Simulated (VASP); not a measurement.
# Ta (Pm-3m) in VASP: relaxation of cell and atoms with LDA

Aim: the relaxation of cell and atoms of Ta with LDA.

All numbers are computed with VASP 6.6.1; they aren't measurements. Logs are shortened: lines on timing, memory, paths and dates and some standing lists are left out, and cuts for length are marked.

## 1. The cell of the first run

Symmetry: Pm-3m, No. 221, cubic system. Conventional cell: a = 2.651 Å, b = 2.651 Å, c = 2.651 Å, α = 90.00°, β = 90.00°, γ = 90.00°. Ta (site symmetry m-3m) has 6 Ta at 2.65 Å within 3.5 Å.

This isn't the form of Ta at room conditions, which is bcc.

## 2. Relaxation of cell and atoms, LDA

INCAR

```
PREC     = Accurate       # precision mode
ENCUT    = 500            # plane-wave cutoff, eV
EDIFF    = 1E-7           # SCF threshold, eV
ISMEAR   = -1             # smearing method
SIGMA    = 0.05           # smearing width, eV
LREAL    = False          # projectors in reciprocal space
LASPH    = True           # aspherical terms in the spheres
NELM     = 120            # most SCF steps
ALGO     = Normal         # electronic algorithm
ISIF     = 3              # what is computed and relaxed
LWAVE    = False          # write WAVECAR
LCHARG   = False          # write CHGCAR
IBRION   = 2              # ionic algorithm
NSW      = 60             # ionic steps
EDIFFG   = -0.005         # ionic threshold
GGA_COMPAT= False        
NELMIN   = 4
```

KPOINTS

```
Automatic mesh
0
Gamma
  14 14 14
```

POSCAR

```
Ta
1.0
    2.6509155493      0.0000000000      0.0000000000
    0.0000000000      2.6509155493      0.0000000000
    0.0000000000      0.0000000000      2.6509155493
Ta
1
Direct
    0.0000000000      0.0000000000      0.0000000000
```

Potentials or basis: VASP PAW LDA potentials, release 64 (Ta_sv_GW).

Run with:

```sh
> cat potpaw_LDA.64/Ta_sv_GW/POTCAR > POTCAR
> mpirun -np 1 vasp_std > vasp.out
```

OUTCAR:

```text
PREC = Accurate
   ENCUT = 500
   EDIFF = 1E-7
   ISMEAR = -1
   LREAL = False
   LASPH = True
   NELM = 120
   ISIF = 3
   IBRION = 2
   NSW = 60
   EDIFFG = -0.005
   NELMIN = 4

 ion  position               nearest neighbor table
   1  0.000  0.000  0.000-

  LATTYP: Found a simple cubic cell.
 ALAT       =     2.6509155493

  Lattice vectors:

 A1 = (   2.6509155493,   0.0000000000,   0.0000000000)
 A2 = (   0.0000000000,   2.6509155493,   0.0000000000)
 A3 = (   0.0000000000,   0.0000000000,   2.6509155493)

Analysis of symmetry for initial positions (statically):
=====================================================================
 Subroutine PRICEL returns:
 Original cell was already a primitive cell.

 Routine SETGRP: Setting up the symmetry group for a
 simple cubic supercell.

 Subroutine GETGRP returns: Found 48 space group operations
 (whereof 48 operations were pure point group operations)
 out of a pool of 48 trial point group operations.

The static configuration has the point symmetry O_h .

Analysis of symmetry for dynamics (positions and initial velocities):
=====================================================================
 Subroutine PRICEL returns:
 Original cell was already a primitive cell.

 Routine SETGRP: Setting up the symmetry group for a
 simple cubic supercell.

 Subroutine GETGRP returns: Found 48 space group operations
 (whereof 48 operations were pure point group operations)
 out of a pool of 48 trial point group operations.

The dynamic configuration has the point symmetry O_h .

 Subroutine INISYM returns: Found 48 space group operations
 (whereof 48 operations are pure point group operations),
 and found     1 'primitive' translations

----------------------------------------------------------------------------------------

                                     Primitive cell

  volume of cell :      18.6289

  direct lattice vectors                    reciprocal lattice vectors
     2.650915549  0.000000000  0.000000000     0.377228162  0.000000000  0.000000000
     0.000000000  2.650915549  0.000000000     0.000000000  0.377228162  0.000000000
     0.000000000  0.000000000  2.650915549     0.000000000  0.000000000  0.377228162

  length of vectors
     2.650915549  2.650915549  2.650915549     0.377228162  0.377228162  0.377228162

  position of ions in fractional coordinates (direct lattice)
     0.000000000  0.000000000  0.000000000

  ion indices of the primitive-cell ions
   primitive index   ion index
                 1           1

----------------------------------------------------------------------------------------

 KPOINTS: Automatic mesh

Automatic generation of k-mesh.
 Grid dimensions read from file:
 generate k-points for:   14   14   14

 Generating k-lattice:

  Cartesian coordinates                     Fractional coordinates (reciprocal lattice)
     0.026944869  0.000000000  0.000000000     0.071428571  0.000000000  0.000000000
     0.000000000  0.026944869  0.000000000     0.000000000  0.071428571  0.000000000
     0.000000000  0.000000000  0.026944869     0.000000000  0.000000000  0.071428571

  Length of vectors
     0.026944869  0.026944869  0.026944869

  Shift w.r.t. Gamma in fractional coordinates (k-lattice)
     0.000000000  0.000000000  0.000000000

 Subroutine IBZKPT returns following result:
 ===========================================

 Found    120 irreducible k-points:

 Following reciprocal coordinates:
            Coordinates               Weight
  0.000000  0.000000  0.000000      1.000000
  0.071429  0.000000  0.000000      6.000000
  0.142857  0.000000  0.000000      6.000000
  0.214286  0.000000  0.000000      6.000000
  0.285714  0.000000  0.000000      6.000000
  0.357143  0.000000  0.000000      6.000000
[... 16 lines left out ...]
  0.285714  0.214286  0.000000     24.000000
  0.357143  0.214286  0.000000     24.000000
 [... further k-points ...]
   k-points           NKPTS =    120   k-points in BZ     NKDIM =    120   number of bands    NBANDS=     10
   number of dos      NEDOS =    301   number of ions     NIONS =      1
   total plane-waves  NPLWV =   8000
   dimension x,y,z NGX =    20 NGY =   20 NGZ =   20
   dimension x,y,z NGXF=    40 NGYF=   40 NGZF=   40
   ions per type =               1
   NGX,Y,Z   is equivalent  to a cutoff of  12.54, 12.54, 12.54 a.u.
   NGXF,Y,Z  is equivalent  to a cutoff of  25.09, 25.09, 25.09 a.u.
 SYSTEM =  unknown system
   PREC   = accura    normal or accurate (medium, high low for compatibility)
   ISTART =      0    job   : 0-new  1-cont  2-samecut
   ICHARG =      2    charge: 1-file 2-atom 10-const
   ISPIN  =      1    spin polarized calculation?
   LNONCOLLINEAR =      F non collinear calculations
   LSORBIT =      F    spin-orbit coupling
   LASPH  =      T    aspherical Exc in radial PAW
   ENCUT  =  500.0 eV  36.75 Ry    6.06 a.u.   4.83  4.83  4.83*2*pi/ulx,y,z
   NELM   =    120;   NELMIN=  4; NELMDL= -5     # of ELM steps
   EDIFF  = 0.1E-06   stopping-criterion for ELM
   LREAL  =      F    real-space projection
   EDIFFG = -.5E-02   stopping-criterion for IOM
   NSW    =     60    number of steps for IOM
   IBRION =      2    ionic relax: 0-MD 1-quasi-New 2-CG
   NFREE  =      1    steps in history (QN), initial steepest desc. (CG)
   ISIF   =      3    stress and relaxation
   ISYM   =      2    0-nonsym 1-usesym 2-fastsym
   POTIM  = 0.5000    time-step for ionic-motion
   TEBEG  =    0.0;   TEEND  =   0.0 temperature during run
   PSTRESS=    0.0 pullay stress
   NELECT =      13.0000    total number of electrons
   NUPDOWN=      -1.0000    fix difference up-down
   EMIN   =  10.00;   EMAX   =-10.00  energy-range for DOS
   EFERMI =   0.00;   METHOD = LEGACY
   ISMEAR =    -1;   SIGMA  =   0.05  broadening in eV -4-tet -1-fermi 0-gaus
   EFERMI_NEDOS =   21; number of points for ismear=-14 and -15
   IALGO  =     38    algorithm
   IMIX   =      4    mixing-type and parameters
     AMIX     =   0.40;   BMIX     =  1.00
     AMIX_MAG =   1.60;   BMIX_MAG =  1.00
  volume/ion in A,a.u.               =      18.63       125.71
  Fermi-wavevector in a.u.,A,eV,Ry     =   1.452090  2.744051 28.688754  2.108564
  Thomas-Fermi vector in A             =   2.569512
   LORBIT       =      0    0 simple, 1 ext, 2 COOP (PROOUT), +10 PAW based schemes
   GGA     = CA    functional components
   LHFCALC =     F    Hartree Fock is set to
   AEXX    =    0.0000 exact exchange contribution
   IVDW    =     0    specifies the selected vdW correction
   LEPSILON=     F    determine dielectric tensor
   LRPA    =     F    only Hartree local field effects (RPA)
 conjugate gradient relaxation of ions
 non-spin polarized calculation
  energy-cutoff  :      500.00
  volume of cell :       18.63
 maximum number of plane-waves:       484
 NGX is ok and might be reduce to    20
   NGX =  9   NGY =  9   NGZ =  9

--------------------------------------- Ionic step        1  -------------------------------------------

 number of electron      13.0000002 magnetization

 Free energy of the ion-electron system (eV)
  ---------------------------------------------------
  ext. energy  EPLUGINS =         0.00000000
  ---------------------------------------------------
  free energy    TOTEN  =       -14.16399573 eV

  energy without entropy =      -14.15489006  energy(sigma->0) =      -14.15944289

------------------------ aborting loop because EDIFF is reached ----------------------------------------

  FORCE on cell =-STRESS in cart. coord.  units (eV):
  Direction    XX          YY          ZZ          XY          YZ          ZX
  --------------------------------------------------------------------------------------
  -------------------------------------------------------------------------------------
  Total        0.6430370      0.6430370      0.6430370     -0.0000000     -0.0000000      0.0000000
  in kB       55.3042947     55.3042947     55.3042947     -0.0000000     -0.0000000      0.0000000
  external PRESSURE =      55.3042947 kB  Pullay stress =       0.0000000 kB
[... 90 lines left out ...]
  energy  without entropy=      -14.1637148113  energy(sigma->0) =      -14.16878780

--------------------------------------- Ionic step        4  -------------------------------------------

 number of electron      13.0000001 magnetization

 Free energy of the ion-electron system (eV)
  ---------------------------------------------------
  ext. energy  EPLUGINS =         0.00000000
  ---------------------------------------------------
  free energy    TOTEN  =       -14.17386475 eV

  energy without entropy =      -14.16373990  energy(sigma->0) =      -14.16880232

 E-fermi :   9.4041     XC(G=0): -12.7888

 val. band max:        9.3850479051   @ k =   0.4286   0.4286   0.2143
 cond. band min:       9.4047699523   @ k =   0.5000   0.2143   0.0000
 fundamental gap:      0.0197220472
 Fermi energy:         9.4040798221

 k-point     1 :       0.0000    0.0000    0.0000
  band No.  band energies     occupation
      1     -57.6123      2.00000
      2     -23.6514      2.00000
      3     -23.6514      2.00000
      4     -23.6514      2.00000
      5       1.9726      2.00000
      6       6.5212      2.00000
      7       6.5212      2.00000
      8      15.9574      0.00000
      9      15.9574      0.00000
     10      15.9574      0.00000
[... 287 lines left out ...]
 k-point    24 :       0.3571    0.2143    0.0000
  band No.  band energies     occupation
      1     -57.4737      2.00000
      2     -24.7939      2.00000
      3     -24.1219      2.00000
      4     -23.4913      2.00000
      5       5.8017      2.00000
      6       7.7905      2.00000
      7       9.5721      0.06705
      8      12.3741      0.00000
      9      12.6997      0.00000
     10      14.5440      0.00000

 [... further k-points ...]
[... 5 lines left out ...]
  --------------------------------------------------------------------------------------
  -------------------------------------------------------------------------------------
  Total       -0.0003708     -0.0003708     -0.0003708      0.0000000      0.0000000     -0.0000000
  in kB       -0.0309180     -0.0309180     -0.0309180      0.0000000      0.0000000     -0.0000000
  external PRESSURE =      -0.0309180 kB  Pullay stress =       0.0000000 kB
[... 16 lines left out ...]
  FREE ENERGIE OF THE ION-ELECTRON SYSTEM (eV)
  ---------------------------------------------------
  free  energy   TOTEN  =       -14.1738647478 eV

  energy  without entropy=      -14.1637398954  energy(sigma->0) =      -14.16880232

 reached required accuracy - stopping structural energy minimisation
```

Run time: 36 s. Hardware: 1 thread of AMD EPYC 9R45 (Zen 5), shared host; peak memory 0.11 GiB.

What came out:

```
Free energy                           : -14.1739 eV
Relaxed volume                        : 19.22 Å³/atom
Relaxed cell                          : a = 2.679 Å, b = 2.679 Å, c = 2.679 Å, α = 90.00°, β = 90.00°, γ = 90.00°
Space group after relaxing (to 0.1 Å) : Pm-3m (No. 221)
Energy gained by relaxing             : 9.9 meV/atom
Ionic steps                           : 4
Pressure after relaxing               : 0.0 GPa
Band gap on the k mesh                : zero (an odd number of electrons rules out a gap without spin polarisation)
```

The path:
```tsv
step	energy change (eV)	largest force (eV/Å)	pressure (GPa)	volume (Å³)
1	0.0000	0.0000	5.53	18.63
2	0.0254	0.0000	-8.97	20.42
3	-0.0099	0.0000	-0.11	19.23
4	-0.0099	0.0000	0.00	19.22
```

Final structure:
```
Ta
1.0
     2.67851    0.00000    0.00000
     0.00000    2.67851    0.00000
     0.00000    0.00000    2.67851
Ta
1
Direct
  0.00000 0.00000 0.00000
```

Caveat: spin-orbit coupling is left out, which moves the levels of the heavy elements.
